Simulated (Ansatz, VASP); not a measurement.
**Cu: VASP beside Ansatz**

Contents of INCAR:

```
SYSTEM = Cu
PREC = Accurate
ENCUT = 600
EDIFF = 1E-7
ISMEAR = 0
SIGMA = 0.1
LREAL = .False.
LASPH = .True.
NELM = 100
ALGO = Normal
ISIF = 3
LWAVE = .False.
LCHARG = .False.
GGA = PE
IBRION = 2
NSW = 90
EDIFFG = -0.04
```

File KPOINTS:

```
regular mesh
0
Gamma
  6 6 4
  0 0 0
```

File POSCAR:

```
Cu
1.0
    2.5826385604     -1.5401917233      0.0000000000
    2.5826385604      1.5401917233      0.0000000000
   -1.4425304201      0.0000000000      6.6867048011
Cu
4
Direct
    0.0504000000      0.0504000000      0.0996000000
    0.9496000000      0.9496000000      0.9004000000
    0.5050000000      0.5050000000      0.6000000000
    0.4950000000      0.4950000000      0.4000000000
```

Input for Ansatz:

```yaml
crystal:
  lattice:
    - [2.5826385604, -1.5401917233, 0.0]
    - [2.5826385604, 1.5401917233, 0.0]
    - [-1.4425304201, 0.0, 6.6867048011]
  atoms:
    - { symbol: Cu, position: [0.0504, 0.0504, 0.0996] }
    - { symbol: Cu, position: [0.9496, 0.9496, 0.9004] }
    - { symbol: Cu, position: [0.505, 0.505, 0.6] }
    - { symbol: Cu, position: [0.495, 0.495, 0.4] }
basis:
  ecutwfc: 420
kpoints:
  mp_grid: { grid: [6, 6, 4] }
hamiltonian:
  xc: pbe
scf:
  occupations: { method: gaussian, width: 0.1 }
  lower_state_search: "off"
output:
  forces: true
  stress: true
  eigenvalues: true
relax:
  adjacent_minimum: "off"
  f_tol: 0.04
  max_steps: 70
  cell: { stress_tol: 0.4 }
```

Alike in both runs: task relaxation of cell and atoms; functional PBE; k mesh 6 × 6 × 4; occupations gaussian, width 0.1 eV; no spin polarisation.

```csv
,VASP,Ansatz
version,VASP 6.6.1,Ansatz 0.2.0
potentials or method,"VASP PAW PBE potentials, release 64 (Cu), cutoff 600 eV","scalar-relativistic, plane waves, PAW"
valence electrons in the cell,44,76
```

|  | VASP | Ansatz | Ansatz less VASP |
| --- | --- | --- | --- |
| gap on the k mesh at the Fermi level, each at its own relaxed structure (eV) | none | none | - |
| relaxed volume (Å³/atom) | 12.04 | 12.01 | -0.026 |
| relaxed cell length with the largest relative difference (Å) | 8.334 | 8.438 | +0.1041 |

A gap of «none» marks a metal or a gap that the smearing closes. VASP's potentials hold 44 valence electrons a cell and Ansatz's 76, so a difference there can come from the potentials and not from the codes.

The k mesh is coarse, so the values compare programs but aren't converged.
